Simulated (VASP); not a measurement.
# MgO (d3) (Fm-3m) in VASP: notebook

The runs below take MgO (d3) through single point, relaxation of cell and atoms, with PBE+D3(BJ).

Program: VASP 6.6.1. These are calculated values, not measurements. Logs are shortened: lines on timing, memory, paths and dates and some standing lists are left out, and cuts for length are marked.

**Measured values to compare with.**

From “Electronic structure of alkaline earth and post-transition metal oxides”, 2009, arxiv:0908.1581, for a bulk crystal of MgO: band gap 7.83 eV.

The runs below are set against these values where they give the same quantity.

## 1. The cell of the first run

It takes space group Fm-3m (No. 225, cubic). Conventional cell: a = 4.202 Å, b = 4.202 Å, c = 4.202 Å, α = 90.00°, β = 90.00°, γ = 90.00°. Mg (site symmetry m-3m) has 6 O at 2.10 Å within 2.8 Å. O (site symmetry m-3m) has 6 Mg at 2.10 Å within 2.8 Å.

## 2. Single point, PBE+D3(BJ)

Input file INCAR:

```
SYSTEM = MgO
PREC = Accurate
ENCUT = 600
EDIFF = 1E-6
ISMEAR = 0
SIGMA = 0.02
LREAL = .False.
LASPH = .True.
NELM = 120
ALGO = Normal
ISIF = 2
LWAVE = .False.
LCHARG = .False.
GGA = PE
IVDW = 12
NBANDS = 11
GGA_COMPAT = .False.
```

Input file KPOINTS:

```
Automatic mesh
0
Gamma
  10 10 10
  0 0 0
```

Input file POSCAR:

```
MgO
1.0
    0.0000000000      2.1011736131      2.1011736131
    2.1011736131      0.0000000000      2.1011736131
    2.1011736131      2.1011736131      0.0000000000
Mg O
1 1
Direct
    0.0000000000      0.0000000000      0.0000000000
    0.5000000000      0.5000000000      0.5000000000
```

Potentials or basis: VASP PAW PBE potentials, release 64 (Mg, O).

On the command line:

```
$ cat potpaw_PBE.64/Mg/POTCAR potpaw_PBE.64/O/POTCAR > POTCAR
$ mpirun -np 1 vasp_std > vasp.out
```

OUTCAR:

```text
SYSTEM = MgO
   PREC = Accurate
   ENCUT = 600
   EDIFF = 1E-6
   ISMEAR = 0
   LREAL = .False.
   LASPH = .True.
   NELM = 120
   ISIF = 2
   GGA = PE
   IVDW = 12
 IVDW          = 12

 ion  position               nearest neighbor table
   1  0.000  0.000  0.000-   2 2.10   2 2.10   2 2.10   2 2.10   2 2.10   2 2.10
   2  0.500  0.500  0.500-   1 2.10   1 2.10   1 2.10   1 2.10   1 2.10   1 2.10

  LATTYP: Found a face centered cubic cell.
 ALAT       =     4.2023472262

  Lattice vectors:

 A1 = (   0.0000000000,   2.1011736131,   2.1011736131)
 A2 = (   2.1011736131,   0.0000000000,   2.1011736131)
 A3 = (   2.1011736131,   2.1011736131,   0.0000000000)

Analysis of symmetry for initial positions (statically):
=====================================================================
 Subroutine PRICEL returns:
 Original cell was already a primitive cell.

 Routine SETGRP: Setting up the symmetry group for a
 face centered cubic supercell.

 Subroutine GETGRP returns: Found 48 space group operations
 (whereof 48 operations were pure point group operations)
 out of a pool of 48 trial point group operations.

The static configuration has the point symmetry O_h .

Analysis of symmetry for dynamics (positions and initial velocities):
=====================================================================
 Subroutine PRICEL returns:
 Original cell was already a primitive cell.

 Routine SETGRP: Setting up the symmetry group for a
 face centered cubic supercell.

 Subroutine GETGRP returns: Found 48 space group operations
 (whereof 48 operations were pure point group operations)
 out of a pool of 48 trial point group operations.

The dynamic configuration has the point symmetry O_h .

 Subroutine INISYM returns: Found 48 space group operations
 (whereof 48 operations are pure point group operations),
 and found     1 'primitive' translations

----------------------------------------------------------------------------------------

                                     Primitive cell

  volume of cell :      18.5531

  direct lattice vectors                    reciprocal lattice vectors
     0.000000000  2.101173613  2.101173613    -0.237962250  0.237962250  0.237962250
     2.101173613  0.000000000  2.101173613     0.237962250 -0.237962250  0.237962250
     2.101173613  2.101173613  0.000000000     0.237962250  0.237962250 -0.237962250

  length of vectors
     2.971508221  2.971508221  2.971508221     0.412162707  0.412162707  0.412162707

  position of ions in fractional coordinates (direct lattice)
     0.000000000  0.000000000  0.000000000
     0.500000000  0.500000000  0.500000000

  ion indices of the primitive-cell ions
[... 87 lines left out ...]
   NUPDOWN=      -1.0000    fix difference up-down
   EMIN   =  10.00;   EMAX   =-10.00  energy-range for DOS
   EFERMI =   0.00;   METHOD = LEGACY
   ISMEAR =     0;   SIGMA  =   0.02  broadening in eV -4-tet -1-fermi 0-gaus
   EFERMI_NEDOS =   21; number of points for ismear=-14 and -15
   IALGO  =     38    algorithm
   IMIX   =      4    mixing-type and parameters
     AMIX     =   0.40;   BMIX     =  1.00
     AMIX_MAG =   1.60;   BMIX_MAG =  1.00
  volume/ion in A,a.u.               =       9.28        62.60
  Fermi-wavevector in a.u.,A,eV,Ry     =   1.236800  2.337214 20.812489  1.529675
  Thomas-Fermi vector in A             =   2.371394
   LORBIT       =      0    0 simple, 1 ext, 2 COOP (PROOUT), +10 PAW based schemes
   GGA     = PE    functional components
   LHFCALC =     F    Hartree Fock is set to
   AEXX    =    0.0000 exact exchange contribution
   IVDW    =    12    specifies the selected vdW correction
   LEPSILON=     F    determine dielectric tensor
   LRPA    =     F    only Hartree local field effects (RPA)
 non-spin polarized calculation
 Gauss-broadening in eV      SIGMA  =   0.02
  energy-cutoff  :      600.00
  volume of cell :       18.55
 maximum number of plane-waves:       636
   NGX = 11   NGY = 11   NGZ = 11

 number of electron       8.0000004 magnetization

 Free energy of the ion-electron system (eV)
  ---------------------------------------------------
  ext. energy  EPLUGINS =         0.00000000
  ---------------------------------------------------
  free energy    TOTEN  =       -11.90515659 eV

  energy without entropy =      -11.90515659  energy(sigma->0) =      -11.90515659

 E-fermi :   3.3780     XC(G=0): -11.1111

 val. band max:        3.2371234903   @ k =   0.0000   0.0000   0.0000
 cond. band min:       8.0326358612   @ k =   0.0000   0.0000   0.0000
 fundamental gap:      4.7955123709
 Fermi energy:         3.3780211324

 k-point     1 :       0.0000    0.0000    0.0000
  band No.  band energies     occupation
      1     -14.0610      2.00000
      2       3.2371      2.00000
      3       3.2371      2.00000
      4       3.2371      2.00000
      5       8.0326      0.00000
      6      19.0787      0.00000
      7      19.0787      0.00000
      8      19.0787      0.00000
      9      23.0125      0.00000
     10      24.7961      0.00000
     11      24.7961      0.00000
[... 309 lines left out ...]
 k-point    24 :       0.4000    0.3000    0.0000
  band No.  band energies     occupation
      1     -12.8079      2.00000
      2      -0.3603      2.00000
      3       1.9245      2.00000
      4       2.1449      2.00000
      5      12.8767      0.00000
      6      13.4442      0.00000
      7      16.9149      0.00000
      8      21.5081      0.00000
      9      21.7156      0.00000
     10      28.2118      0.00000
     11      30.3550      0.00000

 [... further k-points ...]

------------------------ aborting loop because EDIFF is reached ----------------------------------------

 Edisp (eV)   -0.59041

 E8    (eV) :    -0.2312

  FORCE on cell =-STRESS in cart. coord.  units (eV):
  Direction    XX          YY          ZZ          XY          YZ          ZX
  --------------------------------------------------------------------------------------
  -------------------------------------------------------------------------------------
  Total      -0.04353    -0.04353    -0.04353    -0.00000    -0.00000    -0.00000
  in kB      -3.75869    -3.75869    -3.75869    -0.00000    -0.00000    -0.00000
  external pressure =       -3.76 kB  Pullay stress =        0.00 kB

 VOLUME and BASIS-vectors are now :
 -----------------------------------------------------------------------------
  energy-cutoff  :      600.00
  volume of cell :       18.55
      direct lattice vectors                 reciprocal lattice vectors
     0.000000000  2.101173613  2.101173613    -0.237962250  0.237962250  0.237962250
     2.101173613  0.000000000  2.101173613     0.237962250 -0.237962250  0.237962250
     2.101173613  2.101173613  0.000000000     0.237962250  0.237962250 -0.237962250

 POSITION                                       TOTAL-FORCE (eV/Angst)
 -----------------------------------------------------------------------------------
      0.00000      0.00000      0.00000        -0.000000      0.000000      0.000000
      2.10117      2.10117      2.10117         0.000000     -0.000000     -0.000000
 -----------------------------------------------------------------------------------
    total drift:                               -0.000000     -0.000000      0.000000

  FREE ENERGIE OF THE ION-ELECTRON SYSTEM (eV)
  ---------------------------------------------------
  free  energy   TOTEN  =       -12.4955700015 eV

  energy  without entropy=      -12.4955700015  energy(sigma->0) =      -12.49557000
```

stdout:

```text
POSCAR found type information on POSCAR MgO
 POSCAR found :  2 types and       2 ions
 scaLAPACK will be used
 LDA part: xc-table for (Slater+PW92), standard interpolation
 POSCAR, INCAR and KPOINTS ok, starting setup
 FFT: planning ... GRIDC
 FFT: planning ... GRID_SOFT
 FFT: planning ... GRID
 WAVECAR not read
 entering main loop
```

Wall time 7 s (1 thread of Intel Xeon 6975P-C, shared host); peak memory 0.15 GiB.

Results:

| Quantity | Value |
| --- | --- |
| Free energy | -12.4956 eV |
| Pressure | -0.4 GPa |
| Band gap on the k mesh | 4.80 eV, direct |
| Dispersion energy per atom | -0.295 eV |

Levels at points of the mesh, in eV from the valence-band top:
```csv
k point,band 1,band 2,band 3,band 4,band 5,band 6,band 7,band 8
"(0.00, 0.00, 0.00)",-17.30,0.00,0.00,0.00,4.80,15.84,15.84,15.84
"(0.50, 0.00, 0.00)",-16.00,-4.65,-0.66,-0.66,7.94,12.69,16.38,16.38
"(0.50, 0.50, 0.00)",-15.74,-4.11,-1.36,-1.36,9.13,10.05,13.17,19.08
```

(Continued in part 2 of 2.)
